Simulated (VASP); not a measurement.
# Si (Cmcm) in VASP: single point with r2SCAN

Aim: the single point of Si with r2SCAN.

Program: VASP 6.6.1. These are calculated values, not measurements. Logs are shortened: lines on timing, memory, paths and dates and some standing lists are left out, and cuts for length are marked.

## 1. The cell of the first run

Symmetry: Cmcm, No. 63, orthorhombic system. Conventional cell: a = 4.167 Å, b = 6.056 Å, c = 6.342 Å, α = 90.00°, β = 90.00°, γ = 90.00°. Si (site symmetry m) has 4 Si at 2.17 to 2.45 Å within 2.9 Å.

## 2. Single point, r2SCAN (strain +0.0875 x Voigt [1, -1, 0, 0, 0, 0])

The input, POSCAR:

```
Si
1.0
    4.1672003396      0.0000000000      0.0000000000
   -2.0836001698      3.0281586097      0.0000000000
    0.0000000000      0.0000000000      6.3418199288
Si
4
Direct
    0.3333333333      0.6666666667      0.0630908785
    0.6666666667      0.3333333333      0.5630908785
    0.3333333333      0.6666666667      0.4369091215
    0.6666666667      0.3333333333      0.9369091215
```

The input, INCAR.step1:

```
SYSTEM = Si
  PREC = Accurate
  ENCUT = 520
  ISMEAR = 0
  SIGMA = 0.05
  LREAL = .FALSE.
  LASPH = .TRUE.
  NELM = 80
  NBANDS = 16
  GGA = PE
  ALGO = Normal
  EDIFF = 1E-4
  LWAVE = .TRUE.
  LCHARG = .FALSE.
```

The input, INCAR.step2:

```
SYSTEM = Si
  PREC = Accurate
  ENCUT = 520
  EDIFF = 1E-7
  ISMEAR = 0
  SIGMA = 0.05
  LREAL = .FALSE.
  LASPH = .TRUE.
  NELM = 80
  ALGO = Normal
  ISIF = 2
  LWAVE = .FALSE.
  LCHARG = .FALSE.
  METAGGA = R2SCAN
  LMIXTAU = .TRUE.
  NBANDS = 16
  ISTART = 1
```

The input, KPOINTS:

```
Automatic mesh
0
G
  12 12 4
  0 0 0
```

Potentials or basis: VASP PAW PBE potentials, release 64 (Si).

Command:

```
$ cat potpaw_PBE.64/Si/POTCAR > POTCAR
$ cp INCAR.step1 INCAR
$ mpirun -np 1 vasp_std > vasp.out
$ cp INCAR.step2 INCAR
$ mpirun -np 1 vasp_std > vasp.out
```

OUTCAR:

```text
SYSTEM = Si
   PREC = Accurate
   ENCUT = 520
   EDIFF = 1E-7
   ISMEAR = 0
   LREAL = .FALSE.
   LASPH = .TRUE.
   NELM = 80
   ISIF = 2
   METAGGA = R2SCAN
   ISTART = 1

 ion  position               nearest neighbor table
   1  0.333  0.667  0.063-   4 2.17   3 2.37   4 2.45   4 2.45
   2  0.667  0.333  0.563-   3 2.17   4 2.37   3 2.45   3 2.45
   3  0.333  0.667  0.437-   2 2.17   1 2.37   2 2.45   2 2.45
   4  0.667  0.333  0.937-   1 2.17   2 2.37   1 2.45   1 2.45

  Warning from LATTYP: Monoclinic adjustment (A1->A3, A2->A1, A3->A2)!
  LATTYP: Found a base centered orthorhombic cell.
 ALAT       =     4.1672003396
 B/A-ratio  =     1.4533299880
 C/A-ratio  =     1.5218418631

  Lattice vectors:

 A1 = (   2.0836001698,  -3.0281586097,   0.0000000000)
 A2 = (   2.0836001698,   3.0281586097,   0.0000000000)
 A3 = (   0.0000000000,   0.0000000000,   6.3418199288)

Analysis of symmetry for initial positions (statically):
=====================================================================
 Subroutine PRICEL returns:
 Original cell was already a primitive cell.

 Routine SETGRP: Setting up the symmetry group for a
 base centered orthorhombic supercell.

 Subroutine GETGRP returns: Found  8 space group operations
 (whereof  4 operations were pure point group operations)
 out of a pool of  8 trial point group operations.

The static configuration has the point symmetry C_2h.
 The point group associated with its full space group is D_2h.

Analysis of symmetry for dynamics (positions and initial velocities):
=====================================================================
 Subroutine PRICEL returns:
 Original cell was already a primitive cell.

 Routine SETGRP: Setting up the symmetry group for a
 base centered orthorhombic supercell.

 Subroutine GETGRP returns: Found  8 space group operations
 (whereof  4 operations were pure point group operations)
 out of a pool of  8 trial point group operations.

The dynamic configuration has the point symmetry C_2h.
 The point group associated with its full space group is D_2h.

 Subroutine INISYM returns: Found  8 space group operations
 (whereof  4 operations are pure point group operations),
 and found     1 'primitive' translations

----------------------------------------------------------------------------------------

                                     Primitive cell

  volume of cell :      80.0271

  direct lattice vectors                    reciprocal lattice vectors
     4.167200340  0.000000000  0.000000000     0.239969264  0.165116846  0.000000000
    -2.083600170  3.028158610  0.000000000     0.000000000  0.330233693  0.000000000
     0.000000000  0.000000000  6.341819929     0.000000000  0.000000000  0.157683443

  length of vectors
     4.167200340  3.675749479  6.341819929     0.291288209  0.330233693  0.157683443

  position of ions in fractional coordinates (direct lattice)
     0.333333333  0.666666667  0.063090878
     0.666666667  0.333333333  0.563090878
     0.333333333  0.666666667  0.436909122
     0.666666667  0.333333333  0.936909122

  ion indices of the primitive-cell ions
   primitive index   ion index
                 1           1
                 2           2
                 3           3
                 4           4

----------------------------------------------------------------------------------------

 KPOINTS: Automatic mesh

Automatic generation of k-mesh.
 Grid dimensions read from file:
 generate k-points for:   12   12    4

 Generating k-lattice:

  Cartesian coordinates                     Fractional coordinates (reciprocal lattice)
     0.019997439  0.013759737  0.000000000     0.083333333  0.000000000  0.000000000
     0.000000000  0.027519474  0.000000000     0.000000000  0.083333333  0.000000000
     0.000000000  0.000000000  0.039420861     0.000000000  0.000000000  0.250000000

  Length of vectors
     0.024274017  0.027519474  0.039420861

  Shift w.r.t. Gamma in fractional coordinates (k-lattice)
     0.000000000  0.000000000  0.000000000

 Subroutine IBZKPT returns following result:
 ===========================================

 Found    129 irreducible k-points:

 Following reciprocal coordinates:
            Coordinates               Weight
  0.000000  0.000000  0.000000      1.000000
  0.083333  0.000000  0.000000      4.000000
  0.166667  0.000000  0.000000      4.000000
  0.250000 -0.000000  0.000000      4.000000
  0.333333 -0.000000  0.000000      4.000000
  0.416667  0.000000  0.000000      4.000000
[... 16 lines left out ...]
  0.333333  0.166667  0.000000      4.000000
  0.416667  0.166667  0.000000      4.000000
 [... further k-points ...]
   k-points           NKPTS =    129   k-points in BZ     NKDIM =    129   number of bands    NBANDS=     16
   number of dos      NEDOS =    301   number of ions     NIONS =      4
   total plane-waves  NPLWV =  43008
   dimension x,y,z NGX =    32 NGY =   28 NGZ =   48
   dimension x,y,z NGXF=    64 NGYF=   56 NGZF=   96
   ions per type =               4
   NGX,Y,Z   is equivalent  to a cutoff of  12.77, 12.66, 12.58 a.u.
   NGXF,Y,Z  is equivalent  to a cutoff of  25.53, 25.33, 25.17 a.u.
 SYSTEM =  Si
   PREC   = accura    normal or accurate (medium, high low for compatibility)
   ISTART =      1    job   : 0-new  1-cont  2-samecut
   ICHARG =      0    charge: 1-file 2-atom 10-const
   ISPIN  =      1    spin polarized calculation?
   LNONCOLLINEAR =      F non collinear calculations
   LSORBIT =      F    spin-orbit coupling
   LASPH  =      T    aspherical Exc in radial PAW
   ENCUT  =  520.0 eV  38.22 Ry    6.18 a.u.   7.75  6.83 11.79*2*pi/ulx,y,z
   NELM   =     80;   NELMIN=  2; NELMDL=  0     # of ELM steps
   EDIFF  = 0.1E-06   stopping-criterion for ELM
   LREAL  =      F    real-space projection
   EDIFFG = 0.1E-05   stopping-criterion for IOM
   NSW    =      0    number of steps for IOM
   IBRION =     -1    ionic relax: 0-MD 1-quasi-New 2-CG
   NFREE  =      0    steps in history (QN), initial steepest desc. (CG)
   ISIF   =      2    stress and relaxation
   ISYM   =      2    0-nonsym 1-usesym 2-fastsym
   POTIM  = 0.5000    time-step for ionic-motion
   TEBEG  =    0.0;   TEEND  =   0.0 temperature during run
   PSTRESS=    0.0 pullay stress
   NELECT =      16.0000    total number of electrons
   NUPDOWN=      -1.0000    fix difference up-down
   EMIN   =  10.00;   EMAX   =-10.00  energy-range for DOS
   EFERMI =   0.00;   METHOD = LEGACY
   ISMEAR =     0;   SIGMA  =   0.05  broadening in eV -4-tet -1-fermi 0-gaus
   EFERMI_NEDOS =   21; number of points for ismear=-14 and -15
   IALGO  =     38    algorithm
   IMIX   =      4    mixing-type and parameters
     AMIX     =   0.40;   BMIX     =  1.00
     AMIX_MAG =   1.60;   BMIX_MAG =  1.00
  volume/ion in A,a.u.               =      20.01       135.01
  Fermi-wavevector in a.u.,A,eV,Ry     =   0.957273  1.808984 12.467995  0.916372
  Thomas-Fermi vector in A             =   2.086276
   LORBIT       =      0    0 simple, 1 ext, 2 COOP (PROOUT), +10 PAW based schemes
   METAGGA = R2SCAN    functional components
   LHFCALC =     F    Hartree Fock is set to
   AEXX    =    0.0000 exact exchange contribution
   IVDW    =     0    specifies the selected vdW correction
   LEPSILON=     F    determine dielectric tensor
   LRPA    =     F    only Hartree local field effects (RPA)
 non-spin polarized calculation
 Gauss-broadening in eV      SIGMA  =   0.05
  energy-cutoff  :      520.00
  volume of cell :       80.03
 maximum number of plane-waves:      2180
   NGX = 15   NGY = 13   NGZ = 23

 number of electron      16.0000000 magnetization

 Free energy of the ion-electron system (eV)
  ---------------------------------------------------
  ext. energy  EPLUGINS =         0.00000000
  ---------------------------------------------------
  free energy    TOTEN  =       -34.31400507 eV

  energy without entropy =      -34.31365608  energy(sigma->0) =      -34.31383057

 E-fermi :   5.8583     XC(G=0):  -9.8616

 val. band max:        5.8486763754   @ k =   0.0000   0.0000   0.2500
 cond. band min:       5.8586604071   @ k =   0.0000   0.4167   0.2500
 fundamental gap:      0.0099840317
 Fermi energy:         5.8582506128

 k-point     1 :       0.0000    0.0000    0.0000
  band No.  band energies     occupation
      1      -6.8448      2.00000
      2      -4.4754      2.00000
      3      -1.5827      2.00000
      4       4.2544      2.00000
      5       4.5175      2.00000
      6       5.6885      2.00000
[... 8 lines left out ...]
     15      11.7324      0.00000
     16      12.9648      0.00000

 k-point     2 :       0.0833    0.0000    0.0000
  band No.  band energies     occupation
      1      -6.7667      2.00000
      2      -4.3959      2.00000
      3      -1.5426      2.00000
      4       3.5696      2.00000
      5       4.3504      2.00000
      6       5.2892      2.00000
[... 8 lines left out ...]
     15      11.4199      0.00000
     16      12.6302      0.00000

 k-point     3 :       0.1667    0.0000    0.0000
  band No.  band energies     occupation
      1      -6.5353      2.00000
      2      -4.1601      2.00000
      3      -1.4505      2.00000
      4       2.3208      2.00000
      5       3.9725      2.00000
      6       4.0929      2.00000
[... 8 lines left out ...]
     15      11.0372      0.00000
     16      12.5006      0.00000

 k-point     4 :       0.2500   -0.0000    0.0000
  band No.  band energies     occupation
      1      -6.1610      2.00000
      2      -3.7780      2.00000
      3      -1.4319      2.00000
      4       1.2555      2.00000
      5       2.6146      2.00000
      6       3.7994      2.00000
[... 8 lines left out ...]
     15      11.9743      0.00000
     16      13.0968      0.00000
[... 324 lines left out ...]
 k-point    22 :       0.2500    0.1667    0.0000
  band No.  band energies     occupation
      1      -5.2262      2.00000
      2      -2.8156      2.00000
      3      -1.8764      2.00000
      4       0.9627      2.00000
      5       1.0716      2.00000
      6       2.2757      2.00000
[... 8 lines left out ...]
     15      11.4904      0.00000
     16      13.0551      0.00000

 k-point    23 :       0.3333    0.1667    0.0000
  band No.  band energies     occupation
      1      -4.7353      2.00000
      2      -2.4835      2.00000
      3      -2.3096      2.00000
      4       0.2452      2.00000
      5       1.0901      2.00000
      6       2.0229      2.00000
[... 8 lines left out ...]
     15      12.0567      0.00000
     16      12.9044      0.00000

 k-point    24 :       0.4167    0.1667    0.0000
  band No.  band energies     occupation
      1      -4.6317      2.00000
      2      -2.6299      2.00000
      3      -2.2075      2.00000
      4       0.0953      2.00000
      5       1.0551      2.00000
      6       2.0675      2.00000
[... 8 lines left out ...]
     15      12.6732      0.00000
     16      12.9071      0.00000

 [... further k-points ...]

------------------------ aborting loop because EDIFF is reached ----------------------------------------

  FORCE on cell =-STRESS in cart. coord.  units (eV):
  Direction    XX          YY          ZZ          XY          YZ          ZX
  --------------------------------------------------------------------------------------
  -------------------------------------------------------------------------------------
  Total       -6.5699828     10.1378909      0.0893643      0.0000000     -0.0000000      0.0000000
  in kB     -131.5339635    202.9650643      1.7891124      0.0000000     -0.0000000      0.0000000
  external PRESSURE =      24.4067378 kB  Pullay stress =       0.0000000 kB

 VOLUME and BASIS-vectors are now :
 -----------------------------------------------------------------------------
  energy-cutoff  :      520.00
  volume of cell :       80.03
      direct lattice vectors                 reciprocal lattice vectors
     4.167200340  0.000000000  0.000000000     0.239969264  0.165116846  0.000000000
    -2.083600170  3.028158610  0.000000000     0.000000000  0.330233693  0.000000000
     0.000000000  0.000000000  6.341819929     0.000000000  0.000000000  0.157683443

 POSITION                                       TOTAL-FORCE (eV/Angst)
 -----------------------------------------------------------------------------------
     -0.00000      2.01877      0.40011        -0.000000     -1.962929      0.333105
      2.08360      1.00939      3.57102         0.000000      1.962929      0.333105
     -0.00000      2.01877      2.77080        -0.000000     -1.962929     -0.333105
      2.08360      1.00939      5.94171         0.000000      1.962929     -0.333105
 -----------------------------------------------------------------------------------
    total drift:                               -0.000000      0.000000     -0.000000

  FREE ENERGIE OF THE ION-ELECTRON SYSTEM (eV)
  ---------------------------------------------------
  free  energy   TOTEN  =       -34.3140050650 eV

  energy  without entropy=      -34.3136560767  energy(sigma->0) =      -34.31383057
```

It took 11 min on 1 thread of Intel Xeon 8259CL, shared host; peak memory 0.28 GiB.

Results:

- Free energy: -34.3140 eV
- Pressure: 2.4 GPa
- Largest force: 1.991 eV/Å
- Band gap on the k mesh: zero (bands 8 and 9 overlap by 0.63 eV)

Forces in eV/Å, atoms in the order of the input:
```
Si   0.000 -1.963  0.333
Si   0.000  1.963  0.333
Si   0.000 -1.963 -0.333
Si   0.000  1.963 -0.333
```

Stress tensor (GPa, compression positive):
```
-13.15   0.00   0.00
  0.00  20.30   0.00
  0.00   0.00   0.18
```

Caveat: the cell differs from its parent crystal (strain +0.0875 x Voigt [1, -1, 0, 0, 0, 0]); the stress differs along the axes, from -13 to 20 GPa; semilocal functionals underestimate gaps, and a narrow one can read as zero; the PAW data sets were made with another functional, which shifts forces and pressure a little.
